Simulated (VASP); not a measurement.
Wanted: the native input for a VASP 6.6.1 run.

```
Task                   : single point
Functional             : r2SCAN
Potentials or basis    : VASP PAW PBE potentials, release 64 (Na_pv, Cd, I)
Cutoff                 : 520 eV
k mesh                 : 4 × 4 × 4
Occupations            : fermi-dirac, width 0.02 eV
Spin                   : no spin polarisation
Dipole correction      : no
Further INCAR settings : ALGO = Normal; EDIFF = 1e-07; NBANDS = 28
```

The system is NaCdI3.

```
Na Cd I
1.0
     5.85856    0.00000    0.00000
     0.00000    5.85856    0.00000
     0.00000    0.00000    5.85856
Na Cd I
1 1 3
Direct
  0.00000 0.00000 0.00000
  0.50000 0.50000 0.50000
  0.50000 0.50000 0.00000
  0.50000 0.00000 0.50000
  0.00000 0.50000 0.50000
```

One way to write it, as run:

POSCAR

```
NaCdI3
1.0
    5.8585649045      0.0000000000      0.0000000000
    0.0000000000      5.8585649045      0.0000000000
    0.0000000000      0.0000000000      5.8585649045
Na Cd I
1 1 3
Direct
    0.0000000000      0.0000000000      0.0000000000
    0.5000000000      0.5000000000      0.5000000000
    0.5000000000      0.5000000000      0.0000000000
    0.5000000000      0.0000000000      0.5000000000
    0.0000000000      0.5000000000      0.5000000000
```

INCAR.step1

```
SYSTEM = NaCdI3
  PREC = Accurate
  ENCUT = 520
  ISMEAR = -1
  SIGMA = 0.02
  LREAL = .False.
  LASPH = .True.
  NELM = 60
  NBANDS = 28
  GGA = PE
  ALGO = Normal
  EDIFF = 1E-4
  LWAVE = .True.
  LCHARG = .False.
```

INCAR.step2

```
SYSTEM = NaCdI3
  PREC = Accurate
  ENCUT = 520
  EDIFF = 1E-7
  ISMEAR = -1
  SIGMA = 0.02
  LREAL = .False.
  LASPH = .True.
  NELM = 60
  ALGO = Normal
  ISIF = 2
  LWAVE = .False.
  LCHARG = .False.
  METAGGA = R2SCAN
  LMIXTAU = .True.
  NBANDS = 28
  ISTART = 1
```

KPOINTS

```
Automatic mesh
0
Gamma
  4 4 4
  0 0 0
```

Potentials or basis: VASP PAW PBE potentials, release 64 (Na_pv, Cd, I).

Run with:

```sh
$ cat potpaw_PBE.64/Na_pv/POTCAR potpaw_PBE.64/Cd/POTCAR potpaw_PBE.64/I/POTCAR > POTCAR
$ cp INCAR.step1 INCAR
$ mpirun -np 1 vasp_std > vasp.out
$ cp INCAR.step2 INCAR
$ mpirun -np 1 vasp_std > vasp.out
```

Results of the run:

```yaml
Pressure: 0.8 GPa
Band_gap_on_the_k_mesh: 0.20 eV (least direct gap 0.77 eV)
```

Caveat: the PAW data sets were made with another functional, which shifts forces and pressure a little; spin-orbit coupling is left out, which moves the levels of the heavy elements.

Wall time 3.3 min on 1 thread of AMD EPYC 9R45 (Zen 5) (shared host), peak memory 0.35 GiB.
